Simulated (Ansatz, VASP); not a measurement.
Two plane-wave programs on IrRh4

INCAR

```
  PREC = Accurate
  ENCUT = 520
  EDIFF = 1E-6
  ISMEAR = 0
  SIGMA = 0.1
  LREAL = False
  LASPH = True
  NELM = 100
  ALGO = Fast
  ISIF = 2
  LWAVE = False
  LCHARG = False
  GGA = PE
  NBANDS = 80
```

Contents of KPOINTS:

```
Automatic mesh
0
Gamma
  6 6 1
```

The input POSCAR:

```
IrRh4
1.0
    3.0217965700      0.0000000000      0.0000000000
   -1.5108982900      2.6169526000      0.0000000000
    0.0000000000      0.0000000000     17.3173125000
Ir Rh
2 8
Direct
    0.3333333300      0.6666666700      0.7500000000
    0.6666666700      0.3333333300      0.2500000000
    0.3333333300      0.6666666700      0.9500000000
    0.3333333300      0.6666666700      0.1500000000
    0.3333333300      0.6666666700      0.3500000000
    0.3333333300      0.6666666700      0.5500000000
    0.6666666700      0.3333333300      0.0500000000
    0.6666666700      0.3333333300      0.4500000000
    0.6666666700      0.3333333300      0.6500000000
    0.6666666700      0.3333333300      0.8500000000
```

Input for Ansatz:

```yaml
crystal:
  lattice:
    - [3.02179657, 0.0, 0.0]
    - [-1.51089829, 2.6169526, 0.0]
    - [0.0, 0.0, 17.3173125]
  atoms:
    - { symbol: Ir, position: [0.33333333, 0.66666667, 0.75] }
    - { symbol: Ir, position: [0.66666667, 0.33333333, 0.25] }
    - { symbol: Rh, position: [0.33333333, 0.66666667, 0.95] }
    - { symbol: Rh, position: [0.33333333, 0.66666667, 0.15] }
    - { symbol: Rh, position: [0.33333333, 0.66666667, 0.35] }
    - { symbol: Rh, position: [0.33333333, 0.66666667, 0.55] }
    - { symbol: Rh, position: [0.66666667, 0.33333333, 0.05] }
    - { symbol: Rh, position: [0.66666667, 0.33333333, 0.45] }
    - { symbol: Rh, position: [0.66666667, 0.33333333, 0.65] }
    - { symbol: Rh, position: [0.66666667, 0.33333333, 0.85] }
basis:
  ecutwfc: 420
kpoints:
  mp_grid: { grid: [6, 6, 1] }
hamiltonian:
  xc: pbe
scf:
  occupations: { method: gaussian, width: 0.1 }
  lower_state_search: "off"
output:
  forces: true
  stress: true
  eigenvalues: true
```

Alike in both runs: task single point; functional PBE; k mesh 6 × 6 × 1; occupations gaussian, width 0.1 eV; no spin polarisation.

|  | VASP | Ansatz |
| --- | --- | --- |
| version | VASP 6.6.1 | Ansatz 0.2.0 |
| potentials or method | VASP PAW PBE potentials, release 64 (Ir, Rh_pv), cutoff 520 eV | scalar-relativistic, plane waves, PAW |
| valence electrons in the cell | 138 | 170 |

```csv
,VASP,Ansatz,Ansatz less VASP
gap on the k mesh at the Fermi level (eV),none,none,-
rms of the force components (eV/Å),0.200,0.186,-0.0140
```

Atom by atom the forces differ by 0.017 eV/Å (rms over components). A gap of «none» marks a metal or a gap that the smearing closes. VASP's potentials hold 138 valence electrons a cell and Ansatz's 170, so a difference there can come from the potentials and not from the codes.

The k mesh is coarse, so the values compare programs but aren't converged. Spin-orbit coupling is off throughout.
